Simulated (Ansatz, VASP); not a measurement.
## TiO2 in VASP and in Ansatz

```
Ti O
1.0
    -1.89210    1.89210    4.75730
     1.89210   -1.89210    4.75730
     1.89210    1.89210   -4.75730
Ti O
2 4
Direct
  0.00000 0.00000 0.00000
  0.75000 0.25000 0.50000
  0.20810 0.20810 0.00000
  0.95810 0.45810 0.50000
  0.54190 0.04190 0.50000
  0.79190 0.79190 0.00000
```

Alike in both runs: task single point; functional PBE; k mesh 6 × 6 × 6; no spin polarisation.

```csv
,VASP,Ansatz
version,VASP 6.6.1,Ansatz 0.2.0
potentials or method,"VASP PAW PBE potentials, release 64 (Ti_sv, O)","scalar-relativistic, plane waves, PAW"
plane-wave cutoff (eV),520,420
occupations,"gaussian, width 0.01 eV",fixed
valence electrons in the cell,48,48
```

|  | VASP | Ansatz | Ansatz less VASP |
| --- | --- | --- | --- |
| gap on the k mesh at the Fermi level (eV) | 2.14 | 2.17 | +0.025 |
| least direct gap on the mesh (eV) | 2.45 | 2.47 | +0.022 |
| pressure (GPa) | 5.9 | 5.2 | -0.72 |
| traceless stress, the component that is largest in VASP (GPa) | 0.92 | 0.86 | -0.058 |
| rms of the force components (eV/Å) | 0.058 | 0.048 | -0.0107 |

Atom by atom the forces differ by 0.011 eV/Å (rms over components).
